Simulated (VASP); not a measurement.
# Bi (Fm-3m) in VASP: notebook, part 2 of 2

VASP 6.6.1.

## (3) Single point, RPBE (volume scaled by 0.92)

Contents of INCAR:

```
SYSTEM = Bi
PREC = Accurate
ENCUT = 520
EDIFF = 1E-6
ISMEAR = -1
SIGMA = 0.1
LREAL = .False.
LASPH = .True.
NELM = 60
ALGO = Normal
ISIF = 2
LWAVE = .False.
LCHARG = .False.
GGA = RP
NBANDS = 14
```

Contents of KPOINTS:

```
regular mesh
0
Gamma
  12 12 12
  0 0 0
```

Contents of POSCAR:

```
Bi
1.0
    0.0000000000      2.4703729864      2.4703729864
    2.4703729864      0.0000000000      2.4703729864
    2.4703729864      2.4703729864      0.0000000000
Bi
1
Direct
    0.0000000000      0.0000000000      0.0000000000
```

Potentials or basis: VASP PAW PBE potentials, release 64 (Bi_d).

Launch:

```
> cat potpaw_PBE.64/Bi_d/POTCAR > POTCAR
> mpirun -np 1 vasp_std > vasp.out
```

Run time: 12 s. Hardware: 1 thread of Intel Xeon 6975P-C (Granite Rapids), shared host; peak memory 0.17 GiB.

Results (log left out):

- Free energy: -3.2960 eV
- Pressure: 4.4 GPa

Levels at points of the mesh, in eV from the Fermi level:
| k point | band 4 | band 5 | band 6 | band 7 | band 8 | band 9 | band 10 | band 11 |
| --- | --- | --- | --- | --- | --- | --- | --- | --- |
| (0.00, 0.00, 0.00) | -23.16 | -23.16 | -13.86 | 5.14 | 5.14 | 5.14 | 8.96 | 9.16 |
| (0.50, 0.00, 0.00) | -23.08 | -23.08 | -10.83 | -5.53 | 3.48 | 3.48 | 7.49 | 8.51 |
| (0.50, 0.50, 0.00) | -23.05 | -23.05 | -9.65 | -4.69 | 0.33 | 0.33 | 4.00 | 5.19 |

Caveat: the cell differs from its parent crystal (volume scaled by 0.92); the PAW data sets were made with another functional, which shifts forces and pressure a little; spin-orbit coupling is left out, which moves the levels of the heavy elements.

## (4) Single point, RPBE (volume scaled by 0.96)

Contents of INCAR:

```
SYSTEM = Bi
PREC     = Accurate       ! precision mode
ENCUT    = 520            ! plane-wave cutoff, eV
EDIFF    = 1E-6           ! SCF threshold, eV
ISMEAR   = -1             ! smearing method
SIGMA    = 0.1            ! smearing width, eV
LREAL    = .FALSE.        ! projectors in reciprocal space
LASPH    = .TRUE.         ! aspherical terms in the spheres
NELM     = 60             ! most SCF steps
ALGO     = Normal         ! electronic algorithm
ISIF     = 2              ! what is computed and relaxed
LWAVE    = .FALSE.        ! write WAVECAR
LCHARG   = .FALSE.        ! write CHGCAR
GGA      = RP             ! functional
NBANDS   = 14             ! bands
```

Contents of KPOINTS:

```
regular mesh
0
G
  12 12 12
  0 0 0
```

Contents of POSCAR:

```
Bi
1.0
    0.0000000000      2.5056687978      2.5056687978
    2.5056687978      0.0000000000      2.5056687978
    2.5056687978      2.5056687978      0.0000000000
Bi
1
Direct
    0.0000000000      0.0000000000      0.0000000000
```

Potentials or basis: VASP PAW PBE potentials, release 64 (Bi_d).

Launch:

```
> cat potpaw_PBE.64/Bi_d/POTCAR > POTCAR
> mpirun -np 1 vasp_std > vasp.out
```

OUTCAR:

```text
SYSTEM = Bi
   PREC = Accurate
   ENCUT = 520
   EDIFF = 1E-6
   ISMEAR = -1
   LREAL = .FALSE.
   LASPH = .TRUE.
   NELM = 60
   ISIF = 2
   GGA = RP

 ion  position               nearest neighbor table
   1  0.000  0.000  0.000-

  LATTYP: Found a face centered cubic cell.
 ALAT       =     5.0113375956

  Lattice vectors:

 A1 = (   0.0000000000,   2.5056687978,   2.5056687978)
 A2 = (   2.5056687978,   0.0000000000,   2.5056687978)
 A3 = (   2.5056687978,   2.5056687978,   0.0000000000)

Analysis of symmetry for initial positions (statically):
=====================================================================
 Subroutine PRICEL returns:
 Original cell was already a primitive cell.

 Routine SETGRP: Setting up the symmetry group for a
 face centered cubic supercell.

 Subroutine GETGRP returns: Found 48 space group operations
 (whereof 48 operations were pure point group operations)
 out of a pool of 48 trial point group operations.

The static configuration has the point symmetry O_h .

Analysis of symmetry for dynamics (positions and initial velocities):
=====================================================================
 Subroutine PRICEL returns:
 Original cell was already a primitive cell.

[... 161 lines left out ...]
      1     -15.1872      2.00000
      2     -15.1872      2.00000
      3     -15.1872      2.00000
      4     -15.1210      2.00000
      5     -15.1210      2.00000
      6      -5.5455      2.00000
      7      12.8725      0.00000
      8      12.8725      0.00000
      9      12.8725      0.00000
     10      16.6739      0.00000
     11      17.0101      0.00000
     12      18.7052      0.00000
     13      18.7052      0.00000
     14      18.7052      0.00000
[... 377 lines left out ...]
      1     -15.1890      2.00000
      2     -15.1549      2.00000
      3     -15.1502      2.00000
      4     -15.0721      2.00000
      5     -15.0583      2.00000
      6      -2.4802      2.00000
      7       3.3036      2.00000
      8       8.3449      0.07620
      9      10.6383      0.00000
     10      14.6167      0.00000
     11      17.9230      0.00000
     12      19.0051      0.00000
     13      21.5597      0.00000
     14      22.6354      0.00000

 [... further k-points ...]
[... 5 lines left out ...]
  --------------------------------------------------------------------------------------
  -------------------------------------------------------------------------------------
  Total        0.3540383      0.3540383      0.3540383     -0.0000000     -0.0000000      0.0000000
  in kB       18.0285108     18.0285108     18.0285108     -0.0000000     -0.0000000      0.0000000
  external PRESSURE =      18.0285108 kB  Pullay stress =       0.0000000 kB

 VOLUME and BASIS-vectors are now :
 -----------------------------------------------------------------------------
  energy-cutoff  :      520.00
  volume of cell :       31.46
      direct lattice vectors                 reciprocal lattice vectors
     0.000000000  2.505668798  2.505668798    -0.199547522  0.199547522  0.199547522
     2.505668798  0.000000000  2.505668798     0.199547522 -0.199547522  0.199547522
     2.505668798  2.505668798  0.000000000     0.199547522  0.199547522 -0.199547522

 POSITION                                       TOTAL-FORCE (eV/Angst)
 -----------------------------------------------------------------------------------
      0.00000      0.00000      0.00000         0.000000      0.000000      0.000000
 -----------------------------------------------------------------------------------
    total drift:                               -0.000000     -0.000000     -0.000000

  FREE ENERGIE OF THE ION-ELECTRON SYSTEM (eV)
  ---------------------------------------------------
  free  energy   TOTEN  =        -3.3214930553 eV

  energy  without entropy=       -3.2990456942  energy(sigma->0) =       -3.31026937
```

OSZICAR:

```text
N       E                     dE             d eps       ncg     rms          rms(c)
DAV:   1     0.111929281915E+03    0.11193E+03   -0.77022E+03  2028   0.124E+03
DAV:   2     0.312672932697E+01   -0.10880E+03   -0.10546E+03  2166   0.331E+02
DAV:   3    -0.316337766762E+01   -0.62901E+01   -0.62681E+01  2544   0.781E+01
DAV:   4    -0.331510377869E+01   -0.15173E+00   -0.15167E+00  2530   0.129E+01
DAV:   5    -0.332156181134E+01   -0.64580E-02   -0.64578E-02  2890   0.242E+00    0.450E-01
DAV:   6    -0.332057796504E+01    0.98385E-03   -0.65876E-03  2732   0.105E+00    0.286E-01
DAV:   7    -0.332137824405E+01   -0.80028E-03   -0.52443E-03  2658   0.945E-01    0.783E-02
DAV:   8    -0.332149210333E+01   -0.11386E-03   -0.62322E-04  2626   0.354E-01    0.128E-02
DAV:   9    -0.332149238964E+01   -0.28632E-06   -0.14975E-05  2724   0.495E-02    0.691E-03
DAV:  10    -0.332149305526E+01   -0.66562E-06   -0.35801E-06  2514   0.189E-02
   1 F= -.33214931E+01 E0= -.33102694E+01  d E =-.224474E-01
```

Run time: 12 s. Hardware: 1 thread of Intel Xeon 6975P-C (Granite Rapids), shared host; peak memory 0.17 GiB.

What came out:

```yaml
Free_energy: -3.3215 eV
Pressure: 1.8 GPa
```

Caveat: the cell differs from its parent crystal (volume scaled by 0.96); the PAW data sets were made with another functional, which shifts forces and pressure a little; spin-orbit coupling is left out, which moves the levels of the heavy elements.

## (5) Single point, RPBE

This run uses another cell than the first one, of 32.77 Å³/atom, 1.136 times its volume.

Contents of INCAR:

```
ALGO = Normal
EDIFF = 1E-6
ENCUT = 520
GGA = RP
ISIF = 2
ISMEAR = -1
LASPH = True
LCHARG = True
LELF = True
LREAL = False
LVHAR = True
LWAVE = False
NBANDS = 14
NELM = 100
PREC = Accurate
SIGMA = 0.1
```

Contents of KPOINTS:

```
k-points
0
Gamma
  12 12 12
```

Contents of POSCAR:

```
Bi
1.0
    0.0000000000      2.5399972937      2.5399972937
    2.5399972937      0.0000000000      2.5399972937
    2.5399972937      2.5399972937      0.0000000000
Bi
1
Direct
    0.0000000000      0.0000000000      0.0000000000
```

Launch:

```
> cat potpaw_PBE.64/Bi_d/POTCAR > POTCAR
> mpirun -np 1 vasp_std > vasp.out
```

Run time: 14 s. Hardware: 1 thread of Intel Xeon 6975P-C (Granite Rapids), shared host; peak memory 0.17 GiB.

It converged, with:

* Free energy: -3.3278 eV
* Pressure: -0.3 GPa

Levels at points of the mesh, in eV from the Fermi level:
```
           k point  band 4  band 5  band 6  band 7  band 8  band 9  band 10  band 11
(0.00, 0.00, 0.00)  -23.13  -23.13  -13.30    4.58    4.58    4.58     8.19     9.01
(0.50, 0.00, 0.00)  -23.07  -23.07  -10.70   -5.04    3.11    3.11     6.97     8.54
(0.50, 0.50, 0.00)  -23.05  -23.05   -9.71   -4.28    0.32    0.32     3.94     5.12
```

Caveat: the PAW data sets were made with another functional, which shifts forces and pressure a little; spin-orbit coupling is left out, which moves the levels of the heavy elements.

## (6) The runs side by side

```tsv
cell	gap on the mesh (eV)	pressure (GPa)
a = 3.442 Å, angles 60.0°, 1 atom	none	7.7
a = 3.494 Å, angles 60.0°, 1 atom	none	4.4
a = 3.544 Å, angles 60.0°, 1 atom	none	1.8
a = 3.592 Å, angles 60.0°, 1 atom	none	-0.3
```

Alike in all rows: task single point; level RPBE; potentials or basis VASP PAW PBE potentials, release 64 (Bi_d); no spin polarisation; k mesh 12 × 12 × 12; cutoff (eV) 520; smearing fermi-dirac 0.1 eV.

Caveats: the PAW data sets were made with another functional, which shifts forces and pressure a little; spin-orbit coupling is left out, which moves the levels of the heavy elements.

Absolute energies hang on the potentials; compare differences alone.
